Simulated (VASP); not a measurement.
# Ni (Fm-3m) in VASP: single point with PBE

Aim: the single point of Ni with PBE.

Everything below comes from runs of VASP 6.6.1. Logs are shortened: lines on timing, memory, paths and dates and some standing lists are left out, and cuts for length are marked.

### Step 1. The cell of the first run

Symmetry: Fm-3m, No. 225, cubic system. Conventional cell: a = 3.521 Å, b = 3.521 Å, c = 3.521 Å, α = 90.00°, β = 90.00°, γ = 90.00°. Ni (site symmetry m-3m) has 12 Ni at 2.49 Å within 3.3 Å.

### Step 2. Single point, PBE, collinear spin, ferromagnetic start

The input, INCAR:

```
SYSTEM = Ni
ALGO = Normal ; EDIFF = 1E-6
ENCUT = 520 ; GGA = PE
ISIF = 2 ; ISMEAR = -1
ISPIN = 2 ; LASPH = .True.
LCHARG = .False. ; LMAXMIX = 4
LORBIT = 11 ; LREAL = .False.
LWAVE = .False. ; MAGMOM = 1 1
NBANDS = 21 ; NELM = 150
PREC = Accurate ; SIGMA = 0.1
```

The input, KPOINTS:

```
k-points
0
Gamma
  16 16 12
  0 0 0
```

The input, POSCAR:

```
Ni
1.0
    1.7602632490      1.7602632490      0.0000000000
   -1.7602632490      1.7602632490      0.0000000000
    0.0000000000      0.0000000000      3.5205264980
Ni
2
Direct
    0.0000000000      0.0000000000      0.0000000000
    0.5000000000      0.5000000000      0.5000000000
```

Potentials or basis: VASP PAW PBE potentials, release 64 (Ni).

On the command line:

```
cat potpaw_PBE.64/Ni/POTCAR > POTCAR
mpirun -np 1 vasp_std > vasp.out
```

OUTCAR:

```text
SYSTEM = Ni
   EDIFF = 1E-6
   ENCUT = 520
   GGA = PE
   ISIF = 2
   ISMEAR = -1
   ISPIN = 2
   LASPH = .True.
   LORBIT = 11
   LREAL = .False.
   NELM = 150
   PREC = Accurate

 ion  position               nearest neighbor table
   1  0.000  0.000  0.000-   2 2.49   2 2.49   2 2.49   2 2.49   2 2.49   2 2.49   2 2.49   2 2.49

   2  0.500  0.500  0.500-   1 2.49   1 2.49   1 2.49   1 2.49   1 2.49   1 2.49   1 2.49   1 2.49

  LATTYP: Found a simple tetragonal cell.
 ALAT       =     2.4893881601
 C/A-ratio  =     1.4142135624

  Lattice vectors:

 A1 = (   1.7602632490,   1.7602632490,   0.0000000000)
 A2 = (  -1.7602632490,   1.7602632490,   0.0000000000)
 A3 = (   0.0000000000,   0.0000000000,   3.5205264980)

Analysis of symmetry for initial positions (statically):
=====================================================================
 Subroutine PRICEL returns following result:

  LATTYP: Found a face centered cubic cell.
 ALAT       =     3.5205264980
[... 12 lines left out ...]
 Subroutine GETGRP returns: Found 16 space group operations
 (whereof 16 operations were pure point group operations)
 out of a pool of 16 trial point group operations.

The static configuration has the point symmetry D_4h.

Analysis of symmetry for dynamics (positions and initial velocities):
=====================================================================
 Subroutine PRICEL returns following result:

  LATTYP: Found a face centered cubic cell.
 ALAT       =     3.5205264980
[... 12 lines left out ...]
 Subroutine GETGRP returns: Found 16 space group operations
 (whereof 16 operations were pure point group operations)
 out of a pool of 16 trial point group operations.

The dynamic configuration has the point symmetry D_4h.

Analysis of structural, dynamic, and magnetic symmetry:
=====================================================================
 Subroutine PRICEL returns following result:

  LATTYP: Found a face centered cubic cell.
 ALAT       =     3.5205264980
[... 12 lines left out ...]
 Subroutine GETGRP returns: Found 16 space group operations
 (whereof 16 operations were pure point group operations)
 out of a pool of 16 trial point group operations.

The overall configuration has the point symmetry D_4h.

 Subroutine INISYM returns: Found 16 space group operations
 (whereof 16 operations are pure point group operations),
 and found     2 'primitive' translations

----------------------------------------------------------------------------------------

                                     Primitive cell

  volume of cell :      10.9084

  direct lattice vectors                    reciprocal lattice vectors
[... 104 lines left out ...]
     AMIX     =   0.40;   BMIX     =  1.00
     AMIX_MAG =   1.60;   BMIX_MAG =  1.00
  volume/ion in A,a.u.               =      10.91        73.61
  Fermi-wavevector in a.u.,A,eV,Ry     =   1.590330  3.005288 34.411162  2.529149
  Thomas-Fermi vector in A             =   2.689041
   LORBIT       =     11    0 simple, 1 ext, 2 COOP (PROOUT), +10 PAW based schemes
   GGA     = PE    functional components
   LHFCALC =     F    Hartree Fock is set to
   AEXX    =    0.0000 exact exchange contribution
   IVDW    =     0    specifies the selected vdW correction
   LEPSILON=     F    determine dielectric tensor
   LRPA    =     F    only Hartree local field effects (RPA)
 spin polarized calculation
  energy-cutoff  :      520.00
  volume of cell :       21.82
 maximum number of plane-waves:       606
 NGX is ok and might be reduce to    20
   NGX =  9   NGY =  9   NGZ = 13

 number of electron      19.9999989 magnetization       1.2198536

 Free energy of the ion-electron system (eV)
  ---------------------------------------------------
  ext. energy  EPLUGINS =         0.00000000
  ---------------------------------------------------
  free energy    TOTEN  =       -10.99660770 eV

  energy without entropy =      -10.88800377  energy(sigma->0) =      -10.94230574

 E-fermi :   9.3268     XC(G=0): -13.2400

 val. band max:        9.3234385895   @ k =   0.4375   0.0000   0.2500
 cond. band min:       9.3304638974   @ k =   0.5000   0.4375   0.0833
 fundamental gap:      0.0070253080
 Fermi energy:         9.3268147161

 spin component 1

 k-point     1 :       0.0000    0.0000    0.0000
  band No.  band energies     occupation
      1       0.3462      1.00000
      2       4.7093      1.00000
      3       5.1740      1.00000
      4       6.9310      1.00000
      5       6.9310      1.00000
      6       6.9314      1.00000
[... 565 lines left out ...]
     20      37.4837      0.00000
     21      37.5262      0.00000

 [... further k-points ...]

 spin component 2

 k-point     1 :       0.0000    0.0000    0.0000
  band No.  band energies     occupation
      1       0.3138      1.00000
      2       5.0540      1.00000
      3       5.7643      1.00000
      4       7.6531      1.00000
      5       7.6545      1.00000
      6       7.6545      1.00000
[... 565 lines left out ...]
     20      37.5077      0.00000
     21      37.5207      0.00000

 [... further k-points ...]
[... 5 lines left out ...]
  --------------------------------------------------------------------------------------
  -------------------------------------------------------------------------------------
  Total       -0.0216268     -0.0216268     -0.0119349      0.0000000     -0.0000000      0.0000000
  in kB       -1.5882176     -1.5882176     -0.8764670      0.0000000     -0.0000000      0.0000000
  external PRESSURE =      -1.3509674 kB  Pullay stress =       0.0000000 kB

 VOLUME and BASIS-vectors are now :
 -----------------------------------------------------------------------------
  energy-cutoff  :      520.00
  volume of cell :       21.82
      direct lattice vectors                 reciprocal lattice vectors
     1.760263249  1.760263249  0.000000000     0.284048423  0.284048423  0.000000000
    -1.760263249  1.760263249  0.000000000    -0.284048423  0.284048423  0.000000000
     0.000000000  0.000000000  3.520526498     0.000000000  0.000000000  0.284048423

 POSITION                                       TOTAL-FORCE (eV/Angst)
 -----------------------------------------------------------------------------------
      0.00000      0.00000      0.00000         0.000000     -0.000000     -0.000000
      0.00000      1.76026      1.76026        -0.000000      0.000000      0.000000
 -----------------------------------------------------------------------------------
    total drift:                               -0.000000      0.000000      0.000000

  FREE ENERGIE OF THE ION-ELECTRON SYSTEM (eV)
  ---------------------------------------------------
  free  energy   TOTEN  =       -10.9966077040 eV

  energy  without entropy=      -10.8880037730  energy(sigma->0) =      -10.94230574

 total charge

# of ion       s       p       d       tot
------------------------------------------
    1        0.496   0.495   8.314   9.305
    2        0.496   0.495   8.314   9.305
--------------------------------------------------
tot          0.992   0.991  16.627  18.611

 magnetization (x)

# of ion       s       p       d       tot
------------------------------------------
    1       -0.006  -0.024   0.652   0.622
    2       -0.006  -0.024   0.652   0.622
--------------------------------------------------
tot         -0.013  -0.048   1.304   1.243
```

stdout:

```text
POSCAR found type information on POSCAR Ni
 POSCAR found :  1 types and       2 ions
 scaLAPACK will be used
 LDA part: xc-table for (Slater+PW92), standard interpolation
 POSCAR, INCAR and KPOINTS ok, starting setup
 FFT: planning ... GRIDC
 FFT: planning ... GRID_SOFT
 FFT: planning ... GRID
 WAVECAR not read
 entering main loop
```

Run time: 4 min. Hardware: 1 thread of Intel Xeon Platinum 8259CL at 2.50GHz (Skylake/Cascade Lake), shared host; peak memory 0.3 GiB.

What came out:

```yaml
Free_energy: -10.9966 eV
Pressure: -0.1 GPa
Net_moment: 1.22 μB per cell
Site_moments: Ni +0.62 μB
Valence_electrons_inside_the_program's_atomic_spheres: Ni 9.30
```
